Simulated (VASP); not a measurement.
Si: single point with r2SCAN

Crystal: Si.

```xyz
2
Lattice="0.0000 2.6475 2.6475 2.6475 0.0000 2.6475 2.6475 2.6475 0.0000" Properties=species:S:1:pos:R:3 pbc="T T T"
Si    3.9713    3.9713    3.9713
Si    2.6475    2.6475    2.6475
```

This cell differs from its parent crystal: volume scaled by 0.920.

```yaml
Program: VASP 6.6.1
Task: single point
Functional: r2SCAN
Potentials_or_basis: VASP PAW PBE potentials, release 64 (Si)
Cutoff: 520 eV
k_mesh: 14 × 14 × 14
Occupations: gaussian, width 0.05 eV
Spin: no spin polarisation
```

The pressure is 9.3 GPa and the band gap on the k mesh is 0.63 eV, indirect (least direct gap 2.79 eV).

Levels at points of the mesh, in eV from the valence-band top:
```tsv
k point	band 1	band 2	band 3	band 4	band 5	band 6	band 7	band 8	band 9
(0.00, 0.00, 0.00)	-13.09	0.00	0.00	0.00	2.79	2.79	2.79	4.95	8.16
(0.50, 0.00, 0.00)	-10.43	-7.66	-1.34	-1.34	2.18	3.54	3.54	8.47	11.37
(0.50, 0.50, 0.00)	-8.43	-8.43	-3.23	-3.23	0.76	0.76	11.59	11.59	11.88
```

It took 98 s on 1 thread of Intel(R) Xeon(R) Platinum 8488C (Sapphire Rapids), on a shared host, peak memory 0.17 GiB.

Caveat: the PAW data sets were made with another functional, which shifts forces and pressure a little. A k mesh can miss the band edges.
